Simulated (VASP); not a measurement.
# SnGe7 (P-43m) in VASP: a series of runs, part 2 of 2

VASP 6.6.1. Earlier steps stand in the parts before.

## (4) Relaxation of cell and atoms, PBE

This run uses another cell than the first one, of 26.48 Å³/atom.

Contents of INCAR:

```
PREC     = Accurate       # precision mode
ENCUT    = 600            # plane-wave cutoff, eV
EDIFF    = 1E-7           # SCF threshold, eV
ISMEAR   = 0              # smearing method
SIGMA    = 0.2            # smearing width, eV
LREAL    = False          # projectors in reciprocal space
LASPH    = True           # aspherical terms in the spheres
NELM     = 100            # most SCF steps
ALGO     = Normal         # electronic algorithm
ISIF     = 3              # what is computed and relaxed
LWAVE    = False          # write WAVECAR
LCHARG   = False          # write CHGCAR
GGA      = PE             # functional
IBRION   = 2              # ionic algorithm
NSW      = 36             # ionic steps
EDIFFG   = -0.08          # ionic threshold
```

Contents of KPOINTS:

```
Automatic mesh
0
Gamma
  3 3 3
```

Contents of POSCAR:

```
SnGe7
1.0
    5.9613442100      0.0000000000      0.0000000000
    0.0000000000      5.9613442100      0.0000000000
    0.0000000000      0.0000000000      5.9613442100
Sn Ge
1 7
Direct
    0.0000000000      0.0000000000      0.0000000000
    0.2526152100      0.2526152100      0.2526152100
    0.0000000000      0.5000000000      0.5000000000
    0.5000000000      0.5000000000      0.0000000000
    0.5000000000      0.0000000000      0.5000000000
    0.7473847900      0.2526152100      0.7473847900
    0.7473847900      0.7473847900      0.2526152100
    0.2526152100      0.7473847900      0.7473847900
```

Potentials or basis: VASP PAW PBE potentials, release 64 (Sn_d, Ge_d).

Started as:

```console
$ cat potpaw_PBE.64/Sn_d/POTCAR potpaw_PBE.64/Ge_d/POTCAR > POTCAR
$ mpirun -np 1 vasp_std > vasp.out
```

OUTCAR:

```text
PREC = Accurate
   ENCUT = 600
   EDIFF = 1E-7
   ISMEAR = 0
   LREAL = False
   LASPH = True
   NELM = 100
   ISIF = 3
   GGA = PE
   IBRION = 2
   NSW = 36
   EDIFFG = -0.08

 ion  position               nearest neighbor table
   1  0.000  0.000  0.000-   2 2.61   6 2.61   7 2.61   8 2.61
   2  0.253  0.253  0.253-   3 2.57   4 2.57   5 2.57   1 2.61
   3  0.000  0.500  0.500-   2 2.57   6 2.57   7 2.57   8 2.57
   4  0.500  0.500  0.000-   2 2.57   6 2.57   7 2.57   8 2.57
   5  0.500  0.000  0.500-   2 2.57   6 2.57   7 2.57   8 2.57
   6  0.747  0.253  0.747-   3 2.57   4 2.57   5 2.57   1 2.61
   7  0.747  0.747  0.253-   3 2.57   4 2.57   5 2.57   1 2.61
   8  0.253  0.747  0.747-   3 2.57   4 2.57   5 2.57   1 2.61

  LATTYP: Found a simple cubic cell.
 ALAT       =     5.9613442100

  Lattice vectors:

 A1 = (   5.9613442100,   0.0000000000,   0.0000000000)
 A2 = (   0.0000000000,   5.9613442100,   0.0000000000)
 A3 = (   0.0000000000,   0.0000000000,   5.9613442100)

Analysis of symmetry for initial positions (statically):
=====================================================================
 Subroutine PRICEL returns:
 Original cell was already a primitive cell.

 Routine SETGRP: Setting up the symmetry group for a
 simple cubic supercell.

 Subroutine GETGRP returns: Found 24 space group operations
 (whereof 24 operations were pure point group operations)
 out of a pool of 48 trial point group operations.

The static configuration has the point symmetry T_d .

Analysis of symmetry for dynamics (positions and initial velocities):
=====================================================================
 Subroutine PRICEL returns:
 Original cell was already a primitive cell.

 Routine SETGRP: Setting up the symmetry group for a
 simple cubic supercell.

 Subroutine GETGRP returns: Found 24 space group operations
 (whereof 24 operations were pure point group operations)
 out of a pool of 48 trial point group operations.

The dynamic configuration has the point symmetry T_d .

 Subroutine INISYM returns: Found 24 space group operations
 (whereof 24 operations are pure point group operations),
 and found     1 'primitive' translations

----------------------------------------------------------------------------------------

                                     Primitive cell

  volume of cell :     211.8520

  direct lattice vectors                    reciprocal lattice vectors
     5.961344210  0.000000000  0.000000000     0.167747401  0.000000000  0.000000000
     0.000000000  5.961344210  0.000000000     0.000000000  0.167747401  0.000000000
     0.000000000  0.000000000  5.961344210     0.000000000  0.000000000  0.167747401

  length of vectors
     5.961344210  5.961344210  5.961344210     0.167747401  0.167747401  0.167747401

  position of ions in fractional coordinates (direct lattice)
     0.000000000  0.000000000  0.000000000
     0.252615210  0.252615210  0.252615210
     0.000000000  0.500000000  0.500000000
     0.500000000  0.500000000  0.000000000
     0.500000000  0.000000000  0.500000000
     0.747384790  0.252615210  0.747384790
     0.747384790  0.747384790  0.252615210
     0.252615210  0.747384790  0.747384790

  ion indices of the primitive-cell ions
   primitive index   ion index
                 1           1
                 2           2
                 3           3
                 4           4
                 5           5
                 6           6
                 7           7
                 8           8

----------------------------------------------------------------------------------------

 KPOINTS: Automatic mesh

Automatic generation of k-mesh.
 Grid dimensions read from file:
 generate k-points for:    3    3    3

 Generating k-lattice:

  Cartesian coordinates                     Fractional coordinates (reciprocal lattice)
     0.055915800  0.000000000  0.000000000     0.333333333  0.000000000  0.000000000
     0.000000000  0.055915800  0.000000000     0.000000000  0.333333333  0.000000000
     0.000000000  0.000000000  0.055915800     0.000000000  0.000000000  0.333333333

  Length of vectors
     0.055915800  0.055915800  0.055915800

  Shift w.r.t. Gamma in fractional coordinates (k-lattice)
     0.000000000  0.000000000  0.000000000

 Subroutine IBZKPT returns following result:
 ===========================================

 Found      4 irreducible k-points:

 Following reciprocal coordinates:
            Coordinates               Weight
  0.000000  0.000000  0.000000      1.000000
  0.333333  0.000000  0.000000      6.000000
  0.333333  0.333333  0.000000     12.000000
  0.333333  0.333333  0.333333      8.000000
   k-points           NKPTS =      4   k-points in BZ     NKDIM =      4   number of bands    NBANDS=     67
   number of dos      NEDOS =    301   number of ions     NIONS =      8
   total plane-waves  NPLWV = 110592
   dimension x,y,z NGX =    48 NGY =   48 NGZ =   48
   dimension x,y,z NGXF=    96 NGYF=   96 NGZF=   96
   ions per type =               1   7
   NGX,Y,Z   is equivalent  to a cutoff of  13.39, 13.39, 13.39 a.u.
   NGXF,Y,Z  is equivalent  to a cutoff of  26.77, 26.77, 26.77 a.u.
 SYSTEM =  unknown system
   PREC   = accura    normal or accurate (medium, high low for compatibility)
   ISTART =      0    job   : 0-new  1-cont  2-samecut
   ICHARG =      2    charge: 1-file 2-atom 10-const
   ISPIN  =      1    spin polarized calculation?
   LNONCOLLINEAR =      F non collinear calculations
   LSORBIT =      F    spin-orbit coupling
   LASPH  =      T    aspherical Exc in radial PAW
   ENCUT  =  600.0 eV  44.10 Ry    6.64 a.u.  11.91 11.91 11.91*2*pi/ulx,y,z
   NELM   =    100;   NELMIN=  2; NELMDL= -5     # of ELM steps
   EDIFF  = 0.1E-06   stopping-criterion for ELM
   LREAL  =      F    real-space projection
   EDIFFG = -.8E-01   stopping-criterion for IOM
   NSW    =     36    number of steps for IOM
   IBRION =      2    ionic relax: 0-MD 1-quasi-New 2-CG
   NFREE  =      1    steps in history (QN), initial steepest desc. (CG)
   ISIF   =      3    stress and relaxation
   ISYM   =      2    0-nonsym 1-usesym 2-fastsym
   POTIM  = 0.5000    time-step for ionic-motion
   TEBEG  =    0.0;   TEEND  =   0.0 temperature during run
   PSTRESS=    0.0 pullay stress
   NELECT =     112.0000    total number of electrons
   NUPDOWN=      -1.0000    fix difference up-down
   EMIN   =  10.00;   EMAX   =-10.00  energy-range for DOS
   EFERMI =   0.00;   METHOD = LEGACY
   ISMEAR =     0;   SIGMA  =   0.20  broadening in eV -4-tet -1-fermi 0-gaus
   EFERMI_NEDOS =   21; number of points for ismear=-14 and -15
   IALGO  =     38    algorithm
   IMIX   =      4    mixing-type and parameters
     AMIX     =   0.40;   BMIX     =  1.00
     AMIX_MAG =   1.60;   BMIX_MAG =  1.00
  volume/ion in A,a.u.               =      26.48       178.71
  Fermi-wavevector in a.u.,A,eV,Ry     =   1.323742  2.501509 23.841387  1.752293
  Thomas-Fermi vector in A             =   2.453328
   LORBIT       =      0    0 simple, 1 ext, 2 COOP (PROOUT), +10 PAW based schemes
   GGA     = PE    functional components
   LHFCALC =     F    Hartree Fock is set to
   AEXX    =    0.0000 exact exchange contribution
   IVDW    =     0    specifies the selected vdW correction
   LEPSILON=     F    determine dielectric tensor
   LRPA    =     F    only Hartree local field effects (RPA)
 conjugate gradient relaxation of ions
 non-spin polarized calculation
 Gauss-broadening in eV      SIGMA  =   0.20
  energy-cutoff  :      600.00
  volume of cell :      211.85
 maximum number of plane-waves:      7091
 NGX is ok and might be reduce to    48
   NGX = 23   NGY = 23   NGZ = 23

--------------------------------------- Ionic step        1  -------------------------------------------

 number of electron     111.9999969 magnetization

 Free energy of the ion-electron system (eV)
  ---------------------------------------------------
  ext. energy  EPLUGINS =         0.00000000
  ---------------------------------------------------
  free energy    TOTEN  =       -34.94632065 eV

  energy without entropy =      -34.91573597  energy(sigma->0) =      -34.93102831

------------------------ aborting loop because EDIFF is reached ----------------------------------------

  FORCE on cell =-STRESS in cart. coord.  units (eV):
  Direction    XX          YY          ZZ          XY          YZ          ZX
  --------------------------------------------------------------------------------------
  -------------------------------------------------------------------------------------
  Total       -2.0674992     -2.0674992     -2.0674992      0.0000000      0.0000000      0.0000000
  in kB      -15.6359161    -15.6359161    -15.6359161      0.0000000      0.0000000      0.0000000
  external PRESSURE =     -15.6359161 kB  Pullay stress =       0.0000000 kB
[... 111 lines left out ...]
  energy  without entropy=      -35.0335051706  energy(sigma->0) =      -35.04802594

--------------------------------------- Ionic step        4  -------------------------------------------

 number of electron     112.0000050 magnetization

 Free energy of the ion-electron system (eV)
  ---------------------------------------------------
  ext. energy  EPLUGINS =         0.00000000
  ---------------------------------------------------
  free energy    TOTEN  =       -35.07390715 eV

  energy without entropy =      -35.04380688  energy(sigma->0) =      -35.05885702

 E-fermi :   4.5036     XC(G=0):  -9.4801

 val. band max:        3.9709351886   @ k =   0.3333   0.3333   0.0000
 cond. band min:       4.5983958120   @ k =   0.0000   0.0000   0.0000
 fundamental gap:      0.6274606234
 Fermi energy:         4.5036139112

 k-point     1 :       0.0000    0.0000    0.0000
  band No.  band energies     occupation
      1     -20.2221      2.00000
      2     -20.2221      2.00000
      3     -20.2221      2.00000
      4     -20.2002      2.00000
      5     -20.2002      2.00000
      6     -20.2002      2.00000
[... 304 lines left out ...]
  FREE ENERGIE OF THE ION-ELECTRON SYSTEM (eV)
  ---------------------------------------------------
  free  energy   TOTEN  =       -35.0739071511 eV

  energy  without entropy=      -35.0438068829  energy(sigma->0) =      -35.05885702

 reached required accuracy - stopping structural energy minimisation
```

Wall time 8.6 min (1 thread of Intel Xeon 8259CL, shared host); peak memory 0.36 GiB.

Results:

- Free energy: -35.0739 eV
- Relaxed volume: 25.51 Å³/atom
- Relaxed cell: a = 5.888 Å, b = 5.888 Å, c = 5.888 Å, α = 90.00°, β = 90.00°, γ = 90.00°
- Space group after relaxing (to 0.1 Å): P-43m (No. 215)
- Energy gained by relaxing: 15.9 meV/atom
- Ionic steps: 4
- Pressure after relaxing: 0.0 GPa
- Largest force after relaxing: 0.007 eV/Å
- Band gap on the k mesh: zero (filled and empty bands touch)

Forces on the atoms (eV/Å):
```
Sn   0.000  0.000  0.000
Ge  -0.004 -0.004 -0.004
Ge   0.000  0.000  0.000
Ge   0.000  0.000  0.000
Ge   0.000  0.000  0.000
Ge   0.004 -0.004  0.004
Ge   0.004  0.004 -0.004
Ge  -0.004  0.004  0.004
```

Step by step:
| step | energy change (eV) | largest force (eV/Å) | pressure (GPa) | volume (Å³) |
| --- | --- | --- | --- | --- |
| 1 | 0.0000 | 0.7290 | -1.56 | 211.85 |
| 2 | -0.1109 | 0.3317 | 0.13 | 204.03 |
| 3 | -0.1162 | 0.2136 | 0.68 | 201.86 |
| 4 | -0.1276 | 0.0073 | 0.02 | 204.11 |

Final structure:
```yaml
crystal:
  lattice:
    - [5.88778, 0.00000, 0.00000]
    - [0.00000, 5.88778, 0.00000]
    - [0.00000, 0.00000, 5.88778]
  atoms:
    - { symbol: Sn, position: [0.00000, 0.00000, 0.00000] }
    - { symbol: Ge, position: [0.25856, 0.25856, 0.25856] }
    - { symbol: Ge, position: [0.00000, 0.50000, 0.50000] }
    - { symbol: Ge, position: [0.50000, 0.50000, 0.00000] }
    - { symbol: Ge, position: [0.50000, 0.00000, 0.50000] }
    - { symbol: Ge, position: [0.74144, 0.25856, 0.74144] }
    - { symbol: Ge, position: [0.74144, 0.74144, 0.25856] }
    - { symbol: Ge, position: [0.25856, 0.74144, 0.74144] }
```

Levels at points of the mesh, in eV from the Fermi level:
| k point | band 52 | band 53 | band 54 | band 55 | band 56 | band 57 | band 58 | band 59 | band 60 | band 61 |
| --- | --- | --- | --- | --- | --- | --- | --- | --- | --- | --- |
| (0.00, 0.00, 0.00) | -2.67 | -2.67 | -0.77 | 0.09 | 0.09 | 0.09 | 0.82 | 0.82 | 0.82 | 0.94 |

Caveat: semilocal functionals underestimate gaps, and a narrow one can read as zero; spin-orbit coupling is left out, which moves the levels of the heavy elements.

## (5) Summary

```csv
task,cell,k mesh,cutoff (eV),gap on the mesh (eV),pressure (GPa),largest force (eV/Å)
single point,"a = 5.902 Å, 8 atoms, atomic positions A",3 × 3 × 3,520,none,-0.4,0.05
single point,"a = 5.881 Å, 8 atoms, atomic positions B",4 × 4 × 4,520,none,0.1,0.01
relaxation of cell and atoms,"relaxed from a = 5.961 Å, 8 atoms, atomic positions C",3 × 3 × 3,600,none,0.0,0.01
```

Alike in all rows: level PBE; potentials or basis VASP PAW PBE potentials, release 64 (Sn_d, Ge_d); no spin polarisation; smearing gaussian 0.2 eV.

Caveats: semilocal functionals underestimate gaps, and a narrow one can read as zero; spin-orbit coupling is left out, which moves the levels of the heavy elements.

Total energies depend on the potentials used, so only differences within one code and one set of settings carry meaning.

The gap in the log of VASP goes by the Fermi energy; the results here count the filled bands.